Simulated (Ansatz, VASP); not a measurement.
# Al2Cu in VASP and in Ansatz

Contents of POSCAR:

```
Al2Cu
1.0
    4.1051820000      0.0000000000      0.0000000000
    0.0000000000      4.1051820000      0.0000000000
    0.0000000000      0.0000000000      2.8913130000
Al Cu
2 1
Direct
    0.5000000000      0.0000000000      0.5000000000
    0.0000000000      0.5000000000      0.5000000000
    0.0000000000      0.0000000000      0.0000000000
```

Contents of INCAR.step1:

```
SYSTEM = Al2Cu
PREC = Accurate
ENCUT = 520
ISMEAR = 0
SIGMA = 0.1
LREAL = .False.
LASPH = .True.
NELM = 100
NBANDS = 16
GGA = PE
ALGO = Normal
EDIFF = 1E-4
LWAVE = .True.
LCHARG = .False.
```

Contents of INCAR.step2:

```
SYSTEM = Al2Cu
PREC = Accurate
ENCUT = 520
EDIFF = 1E-7
ISMEAR = 0
SIGMA = 0.1
LREAL = .False.
LASPH = .True.
NELM = 100
ALGO = Normal
ISIF = 2
LWAVE = .False.
LCHARG = .True.
METAGGA = R2SCAN
LMIXTAU = .True.
LELF = .True.
LVHAR = .True.
NBANDS = 16
ISTART = 1
```

Contents of KPOINTS:

```
Automatic mesh
0
Gamma
  2 2 4
  0 0 0
```

Input for Ansatz:

```yaml
crystal:
  lattice:
    - [4.105182, 0.0, 0.0]
    - [0.0, 4.105182, 0.0]
    - [0.0, 0.0, 2.891313]
  atoms:
    - { symbol: Al, position: [0.5, 0.0, 0.5] }
    - { symbol: Al, position: [0.0, 0.5, 0.5] }
    - { symbol: Cu, position: [0.0, 0.0, 0.0] }
basis:
  ecutwfc: 500
kpoints:
  mp_grid: { grid: [2, 2, 4] }
hamiltonian:
  xc: r2scan
scf:
  occupations: { method: gaussian, width: 0.1 }
output:
  forces: true
  stress: true
  eigenvalues: true
```

Alike in both runs: task single point; functional r2SCAN; k mesh 2 × 2 × 4; occupations gaussian, width 0.1 eV; no spin polarisation.

```csv
,VASP,Ansatz
version,VASP 6.6.1,Ansatz 0.2.0
potentials or method,"VASP PAW PBE potentials, release 64 (Al, Cu), cutoff 520 eV","scalar-relativistic, plane waves, PAW"
valence electrons in the cell,17,25
```

|  | VASP | Ansatz | Ansatz less VASP |
| --- | --- | --- | --- |
| gap on the k mesh at the Fermi level (eV) | none | none | - |
| pressure (GPa) | 1.4 | 1.6 | +0.13 |
| traceless stress, the component that is largest in VASP (GPa) | 5.82 | 5.76 | -0.057 |

VASP's potentials were made for PBE, not for r2SCAN. A gap of «none» marks a metal or a gap that the smearing closes. With one functional, cell and mesh, what is left measures potentials, basis and numerics. VASP's potentials hold 17 valence electrons a cell and Ansatz's 25, so a difference there can come from the potentials and not from the codes.

The k mesh is coarse, so the values compare programs but aren't converged.
